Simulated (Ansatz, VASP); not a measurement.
One calculation of PbF2, two programs

The input POSCAR:

```
PbF2
1.0
    0.0000000000      3.0003965140      3.0003965140
    3.0003965140      0.0000000000      3.0003965140
    3.0003965140      3.0003965140      0.0000000000
Pb F
1 2
Direct
    0.0000000000      0.0000000000      0.0000000000
    0.2500000000      0.2500000000      0.2500000000
    0.7500000000      0.7500000000      0.7500000000
```

The input INCAR.step1:

```
ALGO     = Normal         # electronic algorithm
EDIFF    = 1E-4           # SCF threshold, eV
ENCUT    = 520            # plane-wave cutoff, eV
GGA      = PE             # functional
ISMEAR   = 0              # smearing method
LASPH    = T              # aspherical terms in the spheres
LCHARG   = F              # write CHGCAR
LREAL    = F              # projectors in reciprocal space
LWAVE    = T              # write WAVECAR
NBANDS   = 21             # bands
NELM     = 60             # most SCF steps
PREC     = Accurate       # precision mode
SIGMA    = 0.05           # smearing width, eV
```

INCAR.step2

```
ALGO     = Normal         # electronic algorithm
EDIFF    = 1E-6           # SCF threshold, eV
ENCUT    = 520            # plane-wave cutoff, eV
ISIF     = 2              # what is computed and relaxed
ISMEAR   = 0              # smearing method
ISTART   = 1            
LASPH    = T              # aspherical terms in the spheres
LCHARG   = F              # write CHGCAR
LMIXTAU  = T            
LREAL    = F              # projectors in reciprocal space
LWAVE    = F              # write WAVECAR
METAGGA  = R2SCAN         # meta-GGA
NBANDS   = 21             # bands
NELM     = 60             # most SCF steps
PREC     = Accurate       # precision mode
SIGMA    = 0.05           # smearing width, eV
```

KPOINTS

```
k-points
0
Gamma
  8 8 8
```

Input for Ansatz:

```yaml
crystal:
  lattice:
    - [0.0, 3.000396514, 3.000396514]
    - [3.000396514, 0.0, 3.000396514]
    - [3.000396514, 3.000396514, 0.0]
  atoms:
    - { symbol: Pb, position: [0.0, 0.0, 0.0] }
    - { symbol: F, position: [0.25, 0.25, 0.25] }
    - { symbol: F, position: [0.75, 0.75, 0.75] }
basis:
  ecutwfc: 500
  ecutrho_ratio: 4
kpoints:
  mp_grid: { grid: [8, 8, 8] }
hamiltonian:
  xc: r2scan
scf:
  occupations: { method: gaussian, width: 0.05 }
output:
  forces: true
  stress: true
  eigenvalues: true
```

Alike in both runs: task single point; functional r2SCAN; k mesh 8 × 8 × 8; occupations gaussian, width 0.05 eV; no spin polarisation.

|  | VASP | Ansatz |
| --- | --- | --- |
| version | VASP 6.6.1 | Ansatz 0.2.0 |
| potentials or method | VASP PAW PBE potentials, release 64 (Pb_d, F), cutoff 520 eV | scalar-relativistic, plane waves, PAW |
| valence electrons in the cell | 28 | 28 |

|  | VASP | Ansatz | Ansatz less VASP |
| --- | --- | --- | --- |
| gap on the k mesh at the Fermi level (eV) | 4.94 | 4.94 | 0.000 |
| least direct gap on the mesh (eV) | 5.08 | 5.08 | -0.002 |
| pressure (GPa) | -2.9 | -2.8 | +0.10 |

VASP's potentials were made for PBE, not for r2SCAN.

Spin-orbit coupling is off throughout.
